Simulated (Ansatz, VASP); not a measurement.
# C in VASP and in Ansatz

```xyz
1
Lattice="0.0000 1.4900 1.4900 1.4900 0.0000 1.4900 1.4900 1.4900 0.0000" Properties=species:S:1:pos:R:3 pbc="T T T"
C     0.0000    0.0000    0.0000
```

Alike in both runs: task relaxation of cell and atoms; functional r2SCAN; k mesh 18 × 18 × 18; occupations fermi-dirac, width 0.1 eV; no spin polarisation.

|  | VASP | Ansatz |
| --- | --- | --- |
| version | VASP 6.6.1 | Ansatz 0.2.0 |
| potentials or method | VASP PAW PBE potentials, release 64 (C), cutoff 600 eV | plane waves (500 eV) with PAW, scalar-relativistic |
| valence electrons in the cell | 4 | 4 |

```tsv
	VASP	Ansatz	Ansatz less VASP
relaxed volume (Å³/atom)	7.42	7.42	+0.002
relaxed cell length with the largest relative difference (Å)	2.189	2.189	+0.0002
```

VASP's potentials were made for PBE, not for r2SCAN.
